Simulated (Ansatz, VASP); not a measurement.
Two plane-wave programs on Cu

```
Cu
1.0
    -1.45418    1.45418    1.31180
     1.45418   -1.45418    1.31180
     1.45418    1.45418   -1.31180
Cu
1
Direct
  0.00000 0.00000 0.00000
```

Alike in both runs: functional LDA; k mesh 16 × 16 × 16; occupations fermi-dirac, width 0.05 eV; no spin polarisation; Hubbard terms Cu d U = 5.0 eV.

Ansatz relaxed the structure, and its values are those at the end. VASP's run is a single point on that final structure, the one shown.

|  | VASP | Ansatz |
| --- | --- | --- |
| version | VASP 6.6.1 | Ansatz 0.2.0 |
| potentials or method | VASP PAW LDA potentials, release 64 (Cu_sv_GW) | PAW with Ansatz's default frozen-core files, scalar-relativistic |
| plane-wave cutoff (eV) | 820 | 420 |
| valence electrons in the cell | 19 | 19 |

```csv
,VASP,Ansatz,Ansatz less VASP
pressure (GPa),-3.7,0.0,+3.70
```

LDA's correlation is that of Perdew and Zunger in VASP and of Perdew and Wang (1992) in Ansatz. The programs project onto different local orbitals, so the same U acts differently, and such runs can settle in different states. Ansatz's warnings: filled band counts differ across k points.
